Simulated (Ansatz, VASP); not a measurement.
Two plane-wave programs on KBr

```
CELL_PARAMETERS angstrom
0.00000 3.33514 3.33514
3.33514 0.00000 3.33514
3.33514 3.33514 0.00000
ATOMIC_POSITIONS crystal
K 0.00000 0.00000 0.00000
Br 0.50000 0.50000 0.50000
```

Alike in both runs: task single point; functional r2SCAN; k mesh 6 × 6 × 6; no spin polarisation.

|  | VASP | Ansatz |
| --- | --- | --- |
| version | VASP 6.6.1 | Ansatz 0.2.0 |
| potentials or method | VASP PAW PBE potentials, release 64 (K_sv, Br) | plane waves, PAW |
| plane-wave cutoff (eV) | 520 | 500 |
| occupations | gaussian, width 0.01 eV | fixed |
| valence electrons in the cell | 16 | 16 |

```csv
,VASP,Ansatz,Ansatz less VASP
gap on the k mesh at the Fermi level (eV),4.99,4.99,-0.002
pressure (GPa),-0.4,-0.4,+0.01
```

VASP's potentials were made for PBE, not for r2SCAN.
